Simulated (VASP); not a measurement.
# Ta2N (P-31m) in VASP: notebook, part 2 of 2

VASP 6.6.1. The steps go on from the part before.

### Step 5. Single point, PBEsol

The input, INCAR:

```
SYSTEM = Ta2N
ALGO     = Normal         ! electronic algorithm
EDIFF    = 1E-6           ! SCF threshold, eV
ENCUT    = 520            ! plane-wave cutoff, eV
GGA      = PS             ! functional
ISIF     = 2              ! what is computed and relaxed
ISMEAR   = 0              ! smearing method
LASPH    = .TRUE.         ! aspherical terms in the spheres
LCHARG   = .FALSE.        ! write CHGCAR
LREAL    = .FALSE.        ! projectors in reciprocal space
LWAVE    = .FALSE.        ! write WAVECAR
NBANDS   = 50             ! bands
NELM     = 100            ! most SCF steps
PREC     = Accurate       ! precision mode
SIGMA    = 0.4            ! smearing width, eV
```

The input, KPOINTS:

```
k-points
0
G
  6 6 4
  0 0 0
```

The input, POSCAR:

```
Ta2N
1.0
    5.2965720514      0.0000000000      0.0000000000
   -2.6482860257      4.5869659495      0.0000000000
    0.0000000000      0.0000000000      4.9391825701
Ta N
6 3
Direct
    0.6663616700      0.6663616700      0.7536182600
    0.0000000000      0.3336383300      0.7536182600
    0.3336383300      0.0000000000      0.7536182600
    0.3336383300      0.3336383300      0.2463817400
    0.0000000000      0.6663616700      0.2463817400
    0.6663616700      0.0000000000      0.2463817400
    0.6666666667      0.3333333333      0.5000000000
    0.3333333333      0.6666666667      0.5000000000
    0.0000000000      0.0000000000      0.0000000000
```

On the command line:

```sh
$ cat potpaw_PBE.64/Ta_pv/POTCAR potpaw_PBE.64/N/POTCAR > POTCAR
$ mpirun -np 1 vasp_std > vasp.out
```

It took 2.7 min on 1 thread of Intel Xeon 8259CL, shared host; peak memory 0.3 GiB.

The run converged. Its results:

| Item | Value |
| --- | --- |
| Free energy | -110.6616 eV |
| Pressure | -4.7 GPa |
| Largest force | 0.128 eV/Å |
| Band gap on the k mesh | zero (an odd number of electrons rules out a gap without spin polarisation) |

Forces on the atoms (eV/Å):
```
Ta   0.017  0.029 -0.124
Ta   0.017 -0.029 -0.124
Ta  -0.033  0.000 -0.124
Ta  -0.017 -0.029  0.124
Ta  -0.017  0.029  0.124
Ta   0.033  0.000  0.124
N    0.000  0.000  0.000
N    0.000  0.000  0.000
N    0.000  0.000  0.000
```

Stress tensor (GPa, compression positive):
```
-4.77  0.00  0.00
 0.00 -4.77  0.00
 0.00  0.00 -4.51
```

Levels at points of the mesh, in eV from the Fermi level:
```csv
k point,band 39,band 40,band 41,band 42,band 43,band 44
"(0.00, 0.00, 0.00)",-0.44,-0.44,-0.30,-0.08,-0.08,0.73
"(0.50, 0.00, 0.00)",-1.36,0.42,0.62,0.98,1.02,1.84
"(0.00, 0.00, 0.50)",-1.35,-1.35,-0.90,0.69,0.69,0.89
"(0.50, 0.00, 0.50)",-1.17,-0.71,-0.06,0.18,0.20,0.67
```

Caveat: the cell stands under tension; so wide a smearing shifts energies and pressures; the PAW data sets were made with another functional, which shifts forces and pressure a little; spin-orbit coupling is left out, which moves the levels of the heavy elements.

### Step 6. Single point, PBEsol

The input, INCAR:

```
SYSTEM = Ta2N
ALGO = Normal
EDIFF = 1E-7
ENCUT = 520
GGA = PS
ISIF = 2
ISMEAR = 0
LASPH = .True.
LCHARG = .False.
LREAL = .False.
LWAVE = .False.
NBANDS = 50
NELM = 60
PREC = Accurate
SIGMA = 0.1
```

The input, KPOINTS:

```
k-points
0
Gamma
  6 6 6
  0 0 0
```

POSCAR is that of step 5.

Potentials or basis: VASP PAW PBE potentials, release 64 (Ta_pv, N).

On the command line:

```sh
$ cat potpaw_PBE.64/Ta_pv/POTCAR potpaw_PBE.64/N/POTCAR > POTCAR
$ mpirun -np 1 vasp_std > vasp.out
```

It took 3.9 min on 1 thread of Intel Xeon 8259CL, shared host; peak memory 0.33 GiB.

It converged, with:

```yaml
Free_energy: -110.5266 eV
Pressure: -4.8 GPa
Largest_force: 0.146 eV/Å
Band_gap_on_the_k_mesh: zero (an odd number of electrons rules out a gap without spin polarisation)
```

Forces in eV/Å, atoms in the order of the input:
```
Ta   0.007  0.013 -0.145
Ta   0.007 -0.013 -0.145
Ta  -0.015  0.000 -0.145
Ta  -0.007 -0.013  0.145
Ta  -0.007  0.013  0.145
Ta   0.015  0.000  0.145
N    0.000  0.000  0.000
N    0.000  0.000  0.000
N    0.000  0.000  0.000
```

Stress tensor (GPa, compression positive):
```
-5.05  0.00  0.00
 0.00 -5.05  0.00
 0.00  0.00 -4.35
```

Levels at points of the mesh, in eV from the Fermi level:
```tsv
k point	band 37	band 38	band 39	band 40	band 41	band 42	band 43	band 44	band 45	band 46
(0.00, 0.00, 0.00)	-1.61	-0.78	-0.45	-0.45	-0.31	-0.09	-0.09	0.73	0.73	1.77
(0.50, 0.00, 0.00)	-2.05	-1.94	-1.37	0.41	0.61	0.98	1.02	1.83	2.29	2.41
(0.00, 0.00, 0.50)	-1.71	-1.71	-1.36	-1.36	-0.91	0.68	0.68	0.88	2.08	2.08
(0.50, 0.00, 0.50)	-2.11	-1.22	-1.18	-0.72	-0.07	0.17	0.19	0.66	1.01	2.68
```

Caveat: the cell stands under tension; the PAW data sets were made with another functional, which shifts forces and pressure a little; spin-orbit coupling is left out, which moves the levels of the heavy elements.

### Step 7. Single point, PBEsol

The input, INCAR:

```
SYSTEM = Ta2N
PREC = Accurate ; ENCUT = 520
EDIFF = 1E-6 ; ISMEAR = 0
SIGMA = 0.1 ; LREAL = .False.
LASPH = .True. ; NELM = 80
ALGO = Fast ; ISIF = 2
LWAVE = .False. ; LCHARG = .False.
GGA = PS ; NBANDS = 50
```

The input, KPOINTS:

```
Automatic mesh
0
Gamma
  12 12 12
  0 0 0
```

POSCAR is that of step 6.

Potentials or basis: VASP PAW PBE potentials, release 64 (Ta_pv, N).

On the command line:

```sh
$ cat potpaw_PBE.64/Ta_pv/POTCAR potpaw_PBE.64/N/POTCAR > POTCAR
$ mpirun -np 1 vasp_std > vasp.out
```

OUTCAR:

```text
SYSTEM = Ta2N
   PREC = Accurate
   ENCUT = 520
   EDIFF = 1E-6
   ISMEAR = 0
   LREAL = .False.
   LASPH = .True.
   NELM = 80
   ISIF = 2
   GGA = PS

 ion  position               nearest neighbor table
   1  0.666  0.666  0.754-   9 2.15   8 2.16   7 2.16   4 3.00   5 3.01   6 3.01   2 3.06   2 3.06
                             3 3.06   3 3.06   3 3.06   2 3.06   4 3.06   5 3.07   6 3.07
   2  0.000  0.334  0.754-   9 2.15   7 2.16   8 2.16   5 3.00   4 3.01   6 3.01   1 3.06   1 3.06
                             3 3.06   3 3.06   3 3.06   1 3.06   5 3.06   4 3.07   6 3.07
   3  0.334  0.000  0.754-   9 2.15   8 2.16   7 2.16   6 3.00   4 3.01   5 3.01   2 3.06   1 3.06
                             1 3.06   2 3.06   2 3.06   1 3.06   6 3.06   5 3.07   4 3.07
   4  0.334  0.334  0.246-   9 2.15   7 2.16   8 2.16   1 3.00   2 3.01   3 3.01   5 3.06   5 3.06
                             6 3.06   6 3.06   6 3.06   5 3.06   1 3.06   2 3.07   3 3.07
   5  0.000  0.666  0.246-   9 2.15   8 2.16   7 2.16   2 3.00   1 3.01   3 3.01   4 3.06   4 3.06
                             6 3.06   6 3.06   6 3.06   4 3.06   2 3.06   1 3.07   3 3.07
   6  0.666  0.000  0.246-   9 2.15   7 2.16   8 2.16   3 3.00   1 3.01   2 3.01   4 3.06   5 3.06
                             4 3.06   5 3.06   5 3.06   4 3.06   3 3.06   2 3.07   1 3.07
   7  0.667  0.333  0.500-   2 2.16   6 2.16   5 2.16   3 2.16   4 2.16   1 2.16
   8  0.333  0.667  0.500-   5 2.16   3 2.16   2 2.16   6 2.16   1 2.16   4 2.16
   9  0.000  0.000  0.000-   3 2.15   6 2.15   1 2.15   4 2.15   5 2.15   2 2.15

  LATTYP: Found a hexagonal cell.
 ALAT       =     5.2965720514
 C/A-ratio  =     0.9325243803

  Lattice vectors:

 A1 = (   5.2965720514,   0.0000000000,   0.0000000000)
 A2 = (  -2.6482860257,   4.5869659495,   0.0000000000)
 A3 = (   0.0000000000,   0.0000000000,   4.9391825701)

Analysis of symmetry for initial positions (statically):
=====================================================================
 Subroutine PRICEL returns:
 Original cell was already a primitive cell.

 Routine SETGRP: Setting up the symmetry group for a
 hexagonal supercell.

 Subroutine GETGRP returns: Found 12 space group operations
 (whereof 12 operations were pure point group operations)
 out of a pool of 24 trial point group operations.

The static configuration has the point symmetry D_3d.

Analysis of symmetry for dynamics (positions and initial velocities):
=====================================================================
 Subroutine PRICEL returns:
 Original cell was already a primitive cell.

 Routine SETGRP: Setting up the symmetry group for a
 hexagonal supercell.

 Subroutine GETGRP returns: Found 12 space group operations
 (whereof 12 operations were pure point group operations)
 out of a pool of 24 trial point group operations.

The dynamic configuration has the point symmetry D_3d.

 Subroutine INISYM returns: Found 12 space group operations
 (whereof 12 operations are pure point group operations),
 and found     1 'primitive' translations

----------------------------------------------------------------------------------------

                                     Primitive cell

  volume of cell :     119.9984

  direct lattice vectors                    reciprocal lattice vectors
[... 81 lines left out ...]
  0.333333 -0.000000  0.083333     12.000000
 [... further k-points ...]
   k-points           NKPTS =    193   k-points in BZ     NKDIM =    193   number of bands    NBANDS=     50
   number of dos      NEDOS =    301   number of ions     NIONS =      9
   total plane-waves  NPLWV =  64000
   dimension x,y,z NGX =    40 NGY =   40 NGZ =   40
   dimension x,y,z NGXF=    80 NGYF=   80 NGZF=   80
   ions per type =               6   3
   NGX,Y,Z   is equivalent  to a cutoff of  12.55, 12.55, 13.46 a.u.
   NGXF,Y,Z  is equivalent  to a cutoff of  25.11, 25.11, 26.93 a.u.
 SYSTEM =  Ta2N
   PREC   = accura    normal or accurate (medium, high low for compatibility)
   ISTART =      0    job   : 0-new  1-cont  2-samecut
   ICHARG =      2    charge: 1-file 2-atom 10-const
   ISPIN  =      1    spin polarized calculation?
   LNONCOLLINEAR =      F non collinear calculations
   LSORBIT =      F    spin-orbit coupling
   LASPH  =      T    aspherical Exc in radial PAW
   ENCUT  =  520.0 eV  38.22 Ry    6.18 a.u.   9.85  9.85  9.18*2*pi/ulx,y,z
   NELM   =     80;   NELMIN=  2; NELMDL= -5     # of ELM steps
   EDIFF  = 0.1E-05   stopping-criterion for ELM
   LREAL  =      F    real-space projection
   EDIFFG = 0.1E-04   stopping-criterion for IOM
   NSW    =      0    number of steps for IOM
   IBRION =     -1    ionic relax: 0-MD 1-quasi-New 2-CG
   NFREE  =      0    steps in history (QN), initial steepest desc. (CG)
   ISIF   =      2    stress and relaxation
   ISYM   =      2    0-nonsym 1-usesym 2-fastsym
   POTIM  = 0.5000    time-step for ionic-motion
   TEBEG  =    0.0;   TEEND  =   0.0 temperature during run
   PSTRESS=    0.0 pullay stress
   NELECT =      81.0000    total number of electrons
   NUPDOWN=      -1.0000    fix difference up-down
   EMIN   =  10.00;   EMAX   =-10.00  energy-range for DOS
   EFERMI =   0.00;   METHOD = LEGACY
   ISMEAR =     0;   SIGMA  =   0.10  broadening in eV -4-tet -1-fermi 0-gaus
   EFERMI_NEDOS =   21; number of points for ismear=-14 and -15
   IALGO  =     68    algorithm
   IMIX   =      4    mixing-type and parameters
     AMIX     =   0.40;   BMIX     =  1.00
     AMIX_MAG =   1.60;   BMIX_MAG =  1.00
  volume/ion in A,a.u.               =      13.33        89.98
  Fermi-wavevector in a.u.,A,eV,Ry     =   1.436078  2.713794 28.059565  2.062320
  Thomas-Fermi vector in A             =   2.555306
   LORBIT       =      0    0 simple, 1 ext, 2 COOP (PROOUT), +10 PAW based schemes
   GGA     = PS    functional components
   LHFCALC =     F    Hartree Fock is set to
   AEXX    =    0.0000 exact exchange contribution
   IVDW    =     0    specifies the selected vdW correction
   LEPSILON=     F    determine dielectric tensor
   LRPA    =     F    only Hartree local field effects (RPA)
 non-spin polarized calculation
 RMM-DIIS sequential band-by-band and
 Gauss-broadening in eV      SIGMA  =   0.10
  energy-cutoff  :      520.00
  volume of cell :      120.00
 maximum number of plane-waves:      3264
   NGX = 19   NGY = 19   NGZ = 19

 number of electron      81.0000001 magnetization

 Free energy of the ion-electron system (eV)
  ---------------------------------------------------
  ext. energy  EPLUGINS =         0.00000000
  ---------------------------------------------------
  free energy    TOTEN  =      -110.51849582 eV

  energy without entropy =     -110.50323908  energy(sigma->0) =     -110.51086745

 E-fermi :   7.3200     XC(G=0): -13.0836

 val. band max:        7.3132205876   @ k =   0.3333   0.1667   0.4167
 cond. band min:       7.3253531541   @ k =   0.3333  -0.0000   0.0000
 fundamental gap:      0.0121325666
 Fermi energy:         7.3199561371

 k-point     1 :       0.0000    0.0000    0.0000
  band No.  band energies     occupation
      1     -28.3668      2.00000
      2     -27.9878      2.00000
      3     -27.8296      2.00000
      4     -27.8296      2.00000
      5     -27.8040      2.00000
      6     -27.8040      2.00000
[... 1261 lines left out ...]
     49      10.3310      0.00000
     50      10.9014      0.00000

 [... further k-points ...]

------------------------ aborting loop because EDIFF is reached ----------------------------------------

  FORCE on cell =-STRESS in cart. coord.  units (eV):
  Direction    XX          YY          ZZ          XY          YZ          ZX
  --------------------------------------------------------------------------------------
  -------------------------------------------------------------------------------------
  Total       -3.5945532     -3.5945532     -3.4819141      0.0000000      0.0000000     -0.0000000
  in kB      -47.9932338    -47.9932338    -46.4893160      0.0000000      0.0000000     -0.0000000
  external PRESSURE =     -47.4919279 kB  Pullay stress =       0.0000000 kB

 VOLUME and BASIS-vectors are now :
 -----------------------------------------------------------------------------
  energy-cutoff  :      520.00
  volume of cell :      120.00
      direct lattice vectors                 reciprocal lattice vectors
     5.296572051  0.000000000  0.000000000     0.188801359  0.109004515  0.000000000
    -2.648286026  4.586965949  0.000000000     0.000000000  0.218009031  0.000000000
     0.000000000  0.000000000  4.939182570     0.000000000  0.000000000  0.202462652

 POSITION                                       TOTAL-FORCE (eV/Angst)
 -----------------------------------------------------------------------------------
      1.76472      3.05658      3.72226         0.015759      0.027295     -0.116098
     -0.88357      1.53039      3.72226         0.015759     -0.027295     -0.116098
      1.76714      0.00000      3.72226        -0.031518      0.000000     -0.116098
      0.88357      1.53039      1.21692        -0.015759     -0.027295      0.116098
     -1.76472      3.05658      1.21692        -0.015759      0.027295      0.116098
      3.52943      0.00000      1.21692         0.031518      0.000000      0.116098
      2.64829      1.52899      2.46959        -0.000000      0.000000     -0.000000
     -0.00000      3.05798      2.46959        -0.000000      0.000000     -0.000000
      0.00000      0.00000      0.00000         0.000000      0.000000      0.000000
 -----------------------------------------------------------------------------------
    total drift:                               -0.000000     -0.000000     -0.000000

  FREE ENERGIE OF THE ION-ELECTRON SYSTEM (eV)
  ---------------------------------------------------
  free  energy   TOTEN  =      -110.5184958175 eV

  energy  without entropy=     -110.5032390770  energy(sigma->0) =     -110.51086745
```

Wall time 38 min (1 thread of Oxide Virtual Turin-like, shared host); peak memory 0.82 GiB.

What came out:

| Item | Value |
| --- | --- |
| Free energy | -110.5185 eV |
| Pressure | -4.7 GPa |
| Largest force | 0.120 eV/Å |
| Band gap on the k mesh | zero (an odd number of electrons rules out a gap without spin polarisation) |

Forces in eV/Å, atoms in the order of the input:
```
Ta   0.016  0.027 -0.116
Ta   0.016 -0.027 -0.116
Ta  -0.032  0.000 -0.116
Ta  -0.016 -0.027  0.116
Ta  -0.016  0.027  0.116
Ta   0.032  0.000  0.116
N    0.000  0.000  0.000
N    0.000  0.000  0.000
N    0.000  0.000  0.000
```

Caveat: the cell stands under tension; the PAW data sets were made with another functional, which shifts forces and pressure a little; spin-orbit coupling is left out, which moves the levels of the heavy elements.

### Step 8. The runs side by side

| k mesh | smearing | gap on the mesh (eV) | pressure (GPa) | largest force (eV/Å) |
| --- | --- | --- | --- | --- |
| 6 × 6 × 4 | gaussian 0.01 eV | none | -4.8 | 0.06 |
| 6 × 6 × 4 | gaussian 0.05 eV | none | -4.8 | 0.08 |
| 6 × 6 × 4 | gaussian 0.2 eV | none | -4.8 | 0.11 |
| 6 × 6 × 4 | gaussian 0.4 eV | none | -4.7 | 0.13 |
| 6 × 6 × 6 | gaussian 0.1 eV | none | -4.8 | 0.15 |
| 12 × 12 × 12 | gaussian 0.1 eV | none | -4.7 | 0.12 |

Alike in all rows: task single point; level PBEsol; potentials or basis VASP PAW PBE potentials, release 64 (Ta_pv, N); no spin polarisation; cell as given; cutoff (eV) 520.

Caveats: the cell stands under tension; the PAW data sets were made with another functional, which shifts forces and pressure a little; spin-orbit coupling is left out, which moves the levels of the heavy elements; so wide a smearing shifts energies and pressures (at least some runs).

Absolute energies hang on the potentials; compare differences alone.
